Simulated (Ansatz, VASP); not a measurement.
One calculation of WC, two programs

```
W C
1.0
     2.89841    0.00000    0.00000
    -1.44921    2.51010    0.00000
     0.00000    0.00000    2.82761
W C
1 1
Direct
  0.00000 0.00000 0.99827
  0.66667 0.33333 0.52652
```

Change from the starting cell: mode 4 (591.2 1/cm) frozen in, largest displacement +0.075 Å.

Alike in both runs: task single point; functional PBEsol; k mesh 24 × 24 × 22; occupations gaussian, width 0.15 eV; no spin polarisation.

|  | VASP | Ansatz |
| --- | --- | --- |
| version | VASP 6.6.1 | Ansatz 0.2.0 |
| potentials or method | VASP PAW PBE potentials, release 64 (W_sv, C), cutoff 520 eV | scalar-relativistic, plane waves, PAW |
| valence electrons in the cell | 18 | 18 |

Ansatz gave:

* gap on the k mesh at the Fermi level (eV): none
* pressure (GPa): 1.5
* traceless stress, the component that is largest in VASP (GPa): 0.30
* rms of the force components (eV/Å): 0.674

**Question.** What did VASP give for the same quantities?

**Answer.** gap on the k mesh at the Fermi level (eV): none; pressure (GPa): 2.8; traceless stress, the component that is largest in VASP (GPa): 0.52; rms of the force components (eV/Å): 0.681.

VASP's potentials were made for PBE, not for PBEsol. Atom by atom the forces differ by 0.007 eV/Å (rms over components). A gap of «none» marks a metal or a gap that the smearing closes.

Spin-orbit coupling is off throughout.
